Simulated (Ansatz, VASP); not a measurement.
**Re: VASP beside Ansatz**

```
Re
1.0
     2.77482    0.00000    0.00000
    -1.38741    2.40307    0.00000
     0.00000    0.00000    4.48422
Re
2
Direct
  0.31627 0.63254 0.19581
  0.68373 0.36746 0.80419
```

Change from the starting cell: mode 4 frozen in at -0.243 Å and mode 6 at -0.082 Å (largest displacements).

Alike in both runs: task single point; functional PBE; k mesh 18 × 18 × 10; occupations gaussian, width 0.15 eV; no spin polarisation.

|  | VASP | Ansatz |
| --- | --- | --- |
| version | VASP 6.6.1 | Ansatz 0.2.0 |
| potentials or method | VASP PAW PBE potentials, release 64 (Re_sv_GW), cutoff 560 eV | scalar-relativistic, plane waves, PAW |
| valence electrons in the cell | 30 | 30 |

|  | VASP | Ansatz | Ansatz less VASP |
| --- | --- | --- | --- |
| gap on the k mesh at the Fermi level (eV) | none | none | - |
| rms of the force components (eV/Å) | 5.006 | 4.972 | -0.0343 |

Atom by atom the forces differ by 0.034 eV/Å (rms over components). A gap of «none» marks a metal or a gap that the smearing closes. The functional is the same, so the differences come from potentials, cutoffs and numerics.

Spin-orbit coupling is off throughout.
